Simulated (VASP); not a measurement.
**Hf: single point with PBEsol**

The system is Hf.

```
CELL_PARAMETERS angstrom
3.19670 0.00000 0.00000
-1.59835 2.76842 0.00000
0.00000 0.00000 5.05780
ATOMIC_POSITIONS crystal
Hf 0.17632 0.55173 0.16103
Hf 0.66667 0.33333 0.75000
```

This cell differs from its parent crystal: atom 1 (Hf) moved by (-0.450, -0.450) A along [1 1 0] and z.

```yaml
Program: VASP 6.6.1
Task: single point
Functional: PBEsol
Potentials_or_basis: VASP PAW PBE potentials, release 64 (Hf_pv)
Cutoff: 520 eV
k_mesh: 18 × 18 × 10
Occupations: gaussian, width 0.15 eV
Spin: no spin polarisation
Dipole_correction: no
Further_INCAR_settings: ALGO = Fast; EDIFF = 1e-07; NBANDS = 17
```

* Pressure: 3.3 GPa
* Largest force: 3.638 eV/Å
* Band gap on the k mesh: zero (bands 10 and 11 overlap by 1.50 eV)

Forces on the atoms (eV/Å):
```
Hf   0.967  0.673  3.442
Hf  -0.967 -0.673 -3.442
```

Stress tensor (GPa, compression positive):
```
 3.32  4.42  6.15
 4.42 -5.25  4.17
 6.15  4.17 11.69
```

Levels at points of the mesh, in eV from the Fermi level:
```tsv
k point	band 6	band 7	band 8	band 9	band 10	band 11	band 12	band 13	band 14	band 15
(0.00, 0.00, 0.00)	-29.62	-7.11	-3.67	-0.36	0.82	1.09	1.10	1.68	2.64	3.69
(0.50, 0.00, 0.00)	-29.84	-3.10	-2.56	-0.91	-0.63	-0.08	0.84	1.66	5.42	6.28
(0.00, 0.50, 0.00)	-29.68	-3.51	-3.08	-2.21	-0.29	0.45	1.62	3.34	5.62	6.09
(0.50, 0.50, 0.00)	-29.71	-3.28	-2.95	-1.85	-0.40	0.57	1.20	2.76	5.21	5.87
(0.00, 0.00, 0.50)	-29.70	-5.59	-4.77	-1.38	0.62	0.72	0.98	1.12	2.75	3.63
(0.50, 0.00, 0.50)	-29.78	-3.52	-3.29	-1.49	0.00	1.52	1.57	1.86	4.00	5.54
(0.00, 0.50, 0.50)	-29.72	-3.20	-2.93	-1.73	-0.89	1.07	1.17	3.40	3.84	4.85
(0.50, 0.50, 0.50)	-29.71	-3.36	-3.09	-1.60	-0.93	1.28	1.39	3.52	3.81	5.05
```

Wall time 23 min on 1 thread of Intel Xeon 8259CL, on a shared host, peak memory 1 GiB.

Caveat: the cell differs from its parent crystal (atom 1 (Hf) moved by (-0.450, -0.450) A along [1 1 0] and z); the stress differs along the axes, from -5 to 12 GPa; the PAW data sets were made with another functional, which shifts forces and pressure a little; spin-orbit coupling is left out, which moves the levels of the heavy elements.
